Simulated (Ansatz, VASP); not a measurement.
# Cl: VASP beside Ansatz

```xyz
2
Lattice="0.0000 3.2365 3.2365 3.2365 0.0000 3.2365 3.2365 3.2365 0.0000" Properties=species:S:1:pos:R:3 pbc="T T T"
Cl    0.0000    0.0000    0.0000
Cl    1.6182    1.6182    1.6182
```

Alike in both runs: functional PBE; k mesh 14 × 14 × 14; occupations fermi-dirac, width 0.08 eV; no spin polarisation.

Ansatz relaxed the structure, and its values are those at the end. VASP's run is a single point on that final structure, the one shown.

```csv
,VASP,Ansatz
version,VASP 6.6.1,Ansatz 0.2.0
potentials or method,"VASP PAW PBE potentials, release 64 (Cl)","PAW with Ansatz's earlier generated frozen-core files (soft_1), scalar-relativistic"
plane-wave cutoff (eV),520,420
valence electrons in the cell,14,14
```

```tsv
	VASP	Ansatz	Ansatz less VASP
pressure (GPa)	-0.1	0.0	+0.06
```

With one functional, cell and mesh, what is left measures potentials, basis and numerics.
